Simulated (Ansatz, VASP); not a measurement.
Bi: VASP beside Ansatz

```
CELL_PARAMETERS angstrom
4.59873 0.00000 0.00000
-2.29937 3.98262 0.00000
0.00000 0.00000 11.98466
ATOMIC_POSITIONS crystal
Bi 0.33333 0.66667 0.25000
Bi 0.66667 0.33333 0.75000
```

Change from the starting cell: volume scaled by 1.04.

Alike in both runs: task single point; functional PBE; k mesh 9 × 9 × 3; occupations fermi-dirac, width 0.03 eV; no spin polarisation.

```csv
,VASP,Ansatz
version,VASP 6.6.1,Ansatz 0.2.0
potentials or method,"VASP PAW PBE potentials, release 64 (Bi_d), cutoff 520 eV","all-electron LAPW, scalar-relativistic"
```

|  | VASP | Ansatz | Ansatz less VASP |
| --- | --- | --- | --- |
| pressure (GPa) | -3.1 | -3.1 | +0.02 |
| traceless stress, the component that is largest in VASP (GPa) | 2.78 | 2.78 | 0.000 |

Ansatz ran all-electron here, and VASP with PAW potentials.

Neither program's run includes spin-orbit coupling.
